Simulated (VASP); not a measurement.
# C (Fd-3m) in VASP: further runs

C is run at these levels: PBE, r2SCAN; tasks: single point.

Program: VASP 6.6.1. These are calculated values, not measurements. Logs are shortened: lines on timing, memory, paths and dates and some standing lists are left out, and cuts for length are marked.

## Step 1: The cell of the first run

It takes space group Fd-3m (No. 227, cubic). The conventional cell has a = 3.543 Å, b = 3.543 Å, c = 3.543 Å, α = 90.00°, β = 90.00°, γ = 90.00°. Within 2.0 Å of C (site symmetry -43m) lie 4 C at 1.53 Å.

## Step 2: Single point, PBE (volume scaled by 0.98)

INCAR reads:

```
SYSTEM = C
PREC = Accurate
ENCUT = 520
EDIFF = 1E-6
ISMEAR = -1
SIGMA = 0.05
LREAL = .FALSE.
LASPH = .TRUE.
NELM = 80
ALGO = Normal
ISIF = 2
LWAVE = .FALSE.
LCHARG = .FALSE.
GGA = PE
NBANDS = 11
```

KPOINTS reads:

```
Automatic mesh
0
G
  13 13 13
  0 0 0
```

POSCAR reads:

```
C
1.0
    0.0000000000      1.7714007132      1.7714007132
    1.7714007132      0.0000000000      1.7714007132
    1.7714007132      1.7714007132      0.0000000000
C
2
Direct
    0.7500000000      0.7500000000      0.7500000000
    0.5000000000      0.5000000000      0.5000000000
```

Potentials or basis: VASP PAW PBE potentials, release 64 (C).

The run is started by

```sh
$ cat potpaw_PBE.64/C/POTCAR > POTCAR
$ mpirun -np 1 vasp_std > vasp.out
```

OUTCAR:

```text
SYSTEM = C
   PREC = Accurate
   ENCUT = 520
   EDIFF = 1E-6
   ISMEAR = -1
   LREAL = .FALSE.
   LASPH = .TRUE.
   NELM = 80
   ISIF = 2
   GGA = PE

 ion  position               nearest neighbor table
   1  0.750  0.750  0.750-   2 1.53   2 1.53   2 1.53   2 1.53
   2  0.500  0.500  0.500-   1 1.53   1 1.53   1 1.53   1 1.53

  LATTYP: Found a face centered cubic cell.
 ALAT       =     3.5428014264

  Lattice vectors:

 A1 = (   0.0000000000,   1.7714007132,   1.7714007132)
 A2 = (   1.7714007132,   0.0000000000,   1.7714007132)
 A3 = (   1.7714007132,   1.7714007132,   0.0000000000)

Analysis of symmetry for initial positions (statically):
=====================================================================
 Subroutine PRICEL returns:
 Original cell was already a primitive cell.

 Routine SETGRP: Setting up the symmetry group for a
 face centered cubic supercell.

 Subroutine GETGRP returns: Found 48 space group operations
 (whereof 24 operations were pure point group operations)
 out of a pool of 48 trial point group operations.

The static configuration has the point symmetry T_d .
 The point group associated with its full space group is O_h .

Analysis of symmetry for dynamics (positions and initial velocities):
=====================================================================
 Subroutine PRICEL returns:
 Original cell was already a primitive cell.

 Routine SETGRP: Setting up the symmetry group for a
 face centered cubic supercell.

 Subroutine GETGRP returns: Found 48 space group operations
 (whereof 24 operations were pure point group operations)
 out of a pool of 48 trial point group operations.

The dynamic configuration has the point symmetry T_d .
 The point group associated with its full space group is O_h .

 Subroutine INISYM returns: Found 48 space group operations
 (whereof 24 operations are pure point group operations),
 and found     1 'primitive' translations

----------------------------------------------------------------------------------------

                                     Primitive cell

  volume of cell :      11.1168

  direct lattice vectors                    reciprocal lattice vectors
     0.000000000  1.771400713  1.771400713    -0.282262503  0.282262503  0.282262503
     1.771400713  0.000000000  1.771400713     0.282262503 -0.282262503  0.282262503
     1.771400713  1.771400713  0.000000000     0.282262503  0.282262503 -0.282262503

  length of vectors
     2.505138913  2.505138913  2.505138913     0.488892997  0.488892997  0.488892997

  position of ions in fractional coordinates (direct lattice)
     0.750000000  0.750000000  0.750000000
     0.500000000  0.500000000  0.500000000

  ion indices of the primitive-cell ions
   primitive index   ion index
                 1           1
                 2           2

----------------------------------------------------------------------------------------

 KPOINTS: Automatic mesh

Automatic generation of k-mesh.
 Grid dimensions read from file:
 generate k-points for:   13   13   13

 Generating k-lattice:

  Cartesian coordinates                     Fractional coordinates (reciprocal lattice)
    -0.021712500  0.021712500  0.021712500     0.076923077  0.000000000  0.000000000
     0.021712500 -0.021712500  0.021712500     0.000000000  0.076923077  0.000000000
     0.021712500  0.021712500 -0.021712500     0.000000000  0.000000000  0.076923077

  Length of vectors
     0.037607154  0.037607154  0.037607154

  Shift w.r.t. Gamma in fractional coordinates (k-lattice)
     0.000000000  0.000000000  0.000000000

 Subroutine IBZKPT returns following result:
 ===========================================

 Found     84 irreducible k-points:

 Following reciprocal coordinates:
            Coordinates               Weight
  0.000000  0.000000  0.000000      1.000000
  0.076923  0.000000  0.000000      8.000000
  0.153846  0.000000  0.000000      8.000000
  0.230769  0.000000  0.000000      8.000000
  0.307692  0.000000  0.000000      8.000000
  0.384615  0.000000  0.000000      8.000000
[... 16 lines left out ...]
  0.384615  0.153846  0.000000     24.000000
  0.461538  0.153846  0.000000     24.000000
 [... further k-points ...]
   k-points           NKPTS =     84   k-points in BZ     NKDIM =     84   number of bands    NBANDS=     11
   number of dos      NEDOS =    301   number of ions     NIONS =      2
   total plane-waves  NPLWV =   8000
   dimension x,y,z NGX =    20 NGY =   20 NGZ =   20
   dimension x,y,z NGXF=    40 NGYF=   40 NGZF=   40
   ions per type =               2
   NGX,Y,Z   is equivalent  to a cutoff of  13.27, 13.27, 13.27 a.u.
   NGXF,Y,Z  is equivalent  to a cutoff of  26.54, 26.54, 26.54 a.u.
 SYSTEM =  C
   PREC   = accura    normal or accurate (medium, high low for compatibility)
   ISTART =      0    job   : 0-new  1-cont  2-samecut
   ICHARG =      2    charge: 1-file 2-atom 10-const
   ISPIN  =      1    spin polarized calculation?
   LNONCOLLINEAR =      F non collinear calculations
   LSORBIT =      F    spin-orbit coupling
   LASPH  =      T    aspherical Exc in radial PAW
   ENCUT  =  520.0 eV  38.22 Ry    6.18 a.u.   4.66  4.66  4.66*2*pi/ulx,y,z
   NELM   =     80;   NELMIN=  2; NELMDL= -5     # of ELM steps
   EDIFF  = 0.1E-05   stopping-criterion for ELM
   LREAL  =      F    real-space projection
   EDIFFG = 0.1E-04   stopping-criterion for IOM
   NSW    =      0    number of steps for IOM
   IBRION =     -1    ionic relax: 0-MD 1-quasi-New 2-CG
   NFREE  =      0    steps in history (QN), initial steepest desc. (CG)
   ISIF   =      2    stress and relaxation
   ISYM   =      2    0-nonsym 1-usesym 2-fastsym
   POTIM  = 0.5000    time-step for ionic-motion
   TEBEG  =    0.0;   TEEND  =   0.0 temperature during run
   PSTRESS=    0.0 pullay stress
   NELECT =       8.0000    total number of electrons
   NUPDOWN=      -1.0000    fix difference up-down
   EMIN   =  10.00;   EMAX   =-10.00  energy-range for DOS
   EFERMI =   0.00;   METHOD = LEGACY
   ISMEAR =    -1;   SIGMA  =   0.05  broadening in eV -4-tet -1-fermi 0-gaus
   EFERMI_NEDOS =   21; number of points for ismear=-14 and -15
   IALGO  =     38    algorithm
   IMIX   =      4    mixing-type and parameters
     AMIX     =   0.40;   BMIX     =  1.00
     AMIX_MAG =   1.60;   BMIX_MAG =  1.00
  volume/ion in A,a.u.               =       5.56        37.51
  Fermi-wavevector in a.u.,A,eV,Ry     =   1.467049  2.772321 29.282913  2.152233
  Thomas-Fermi vector in A             =   2.582714
   LORBIT       =      0    0 simple, 1 ext, 2 COOP (PROOUT), +10 PAW based schemes
   GGA     = PE    functional components
   LHFCALC =     F    Hartree Fock is set to
   AEXX    =    0.0000 exact exchange contribution
   IVDW    =     0    specifies the selected vdW correction
   LEPSILON=     F    determine dielectric tensor
   LRPA    =     F    only Hartree local field effects (RPA)
 non-spin polarized calculation
  energy-cutoff  :      520.00
  volume of cell :       11.12
 maximum number of plane-waves:       310
   NGX =  9   NGY =  9   NGZ =  9

 number of electron       7.9999999 magnetization

 Free energy of the ion-electron system (eV)
  ---------------------------------------------------
  ext. energy  EPLUGINS =         0.00000000
  ---------------------------------------------------
  free energy    TOTEN  =       -18.17496831 eV

  energy without entropy =      -18.17496831  energy(sigma->0) =      -18.17496831

 E-fermi :  10.9483     XC(G=0): -13.3526

 val. band max:       10.0245291435   @ k =   0.0000   0.0000   0.0000
 cond. band min:      14.2103319070   @ k =   0.3846   0.3846   0.0000
 fundamental gap:      4.1858027635
 Fermi energy:        10.9483467432

 k-point     1 :       0.0000    0.0000    0.0000
  band No.  band energies     occupation
      1     -11.7263      2.00000
      2      10.0245      2.00000
      3      10.0245      2.00000
      4      10.0245      2.00000
      5      15.6701      0.00000
      6      15.6701      0.00000
      7      15.6701      0.00000
      8      23.8227      0.00000
      9      29.5790      0.00000
     10      36.7820      0.00000
     11      36.7820      0.00000

 k-point     2 :       0.0769    0.0000    0.0000
  band No.  band energies     occupation
      1     -11.5600      2.00000
      2       8.9417      2.00000
      3       9.7394      2.00000
      4       9.7394      2.00000
      5      16.0438      0.00000
      6      16.0438      0.00000
      7      16.3200      0.00000
      8      23.9508      0.00000
      9      29.8572      0.00000
     10      34.7859      0.00000
     11      34.7859      0.00000

 k-point     3 :       0.1538    0.0000    0.0000
  band No.  band energies     occupation
      1     -11.0631      2.00000
      2       6.6403      2.00000
      3       9.0977      2.00000
      4       9.0977      2.00000
      5      16.8878      0.00000
      6      16.8878      0.00000
      7      17.3906      0.00000
      8      24.3192      0.00000
      9      30.4740      0.00000
     10      33.1768      0.00000
     11      33.1768      0.00000

 k-point     4 :       0.2308    0.0000    0.0000
  band No.  band energies     occupation
      1     -10.2412      2.00000
      2       4.0039      2.00000
      3       8.4040      2.00000
      4       8.4040      2.00000
      5      17.7371      0.00000
      6      17.7371      0.00000
      7      18.2059      0.00000
      8      24.8527      0.00000
      9      30.9421      0.00000
     10      32.5646      0.00000
     11      32.5646      0.00000
[... 239 lines left out ...]
 k-point    22 :       0.3077    0.1538    0.0000
  band No.  band energies     occupation
      1      -9.3175      2.00000
      2       3.3515      2.00000
      3       6.3839      2.00000
      4       7.0189      2.00000
      5      16.0598      0.00000
      6      20.5750      0.00000
      7      20.6250      0.00000
      8      22.2997      0.00000
      9      30.9547      0.00000
     10      31.8699      0.00000
     11      36.8656      0.00000

 k-point    23 :       0.3846    0.1538    0.0000
  band No.  band energies     occupation
      1      -8.0953      2.00000
      2       0.9009      2.00000
      3       6.0838      2.00000
      4       6.2372      2.00000
      5      16.7534      0.00000
      6      20.8866      0.00000
      7      20.9833      0.00000
      8      22.8557      0.00000
      9      31.5136      0.00000
     10      32.3121      0.00000
     11      37.2701      0.00000

 k-point    24 :       0.4615    0.1538    0.0000
  band No.  band energies     occupation
      1      -6.6330      2.00000
      2      -1.3789      2.00000
      3       5.5279      2.00000
      4       6.0451      2.00000
      5      17.1862      0.00000
      6      20.7482      0.00000
      7      21.1734      0.00000
      8      24.1371      0.00000
      9      30.8797      0.00000
     10      33.6852      0.00000
     11      37.3893      0.00000

 [... further k-points ...]
[... 5 lines left out ...]
  --------------------------------------------------------------------------------------
  -------------------------------------------------------------------------------------
  Total        0.8154140      0.8154140      0.8154140     -0.0000000     -0.0000000     -0.0000000
  in kB      117.5190554    117.5190554    117.5190554     -0.0000000     -0.0000000     -0.0000000
  external PRESSURE =     117.5190554 kB  Pullay stress =       0.0000000 kB

 VOLUME and BASIS-vectors are now :
 -----------------------------------------------------------------------------
  energy-cutoff  :      520.00
  volume of cell :       11.12
      direct lattice vectors                 reciprocal lattice vectors
     0.000000000  1.771400713  1.771400713    -0.282262503  0.282262503  0.282262503
     1.771400713  0.000000000  1.771400713     0.282262503 -0.282262503  0.282262503
     1.771400713  1.771400713  0.000000000     0.282262503  0.282262503 -0.282262503

 POSITION                                       TOTAL-FORCE (eV/Angst)
 -----------------------------------------------------------------------------------
      2.65710      2.65710      2.65710        -0.000000     -0.000000     -0.000000
      1.77140      1.77140      1.77140         0.000000      0.000000      0.000000
 -----------------------------------------------------------------------------------
    total drift:                                0.000000     -0.000000      0.000000

  FREE ENERGIE OF THE ION-ELECTRON SYSTEM (eV)
  ---------------------------------------------------
  free  energy   TOTEN  =       -18.1749683104 eV

  energy  without entropy=      -18.1749683104  energy(sigma->0) =      -18.17496831
```

Wall time 10 s (1 thread of Intel Xeon Platinum 8175M at 2.50GHz (Skylake/Cascade Lake), shared host); peak memory 0.12 GiB.

What came out:

```yaml
Free_energy: -18.1750 eV
Pressure: 11.8 GPa
Band_gap_on_the_k_mesh: 4.19 eV, indirect (least direct gap 5.65 eV)
```

 A k mesh can miss the band edges.

[end of part 1 of 2]
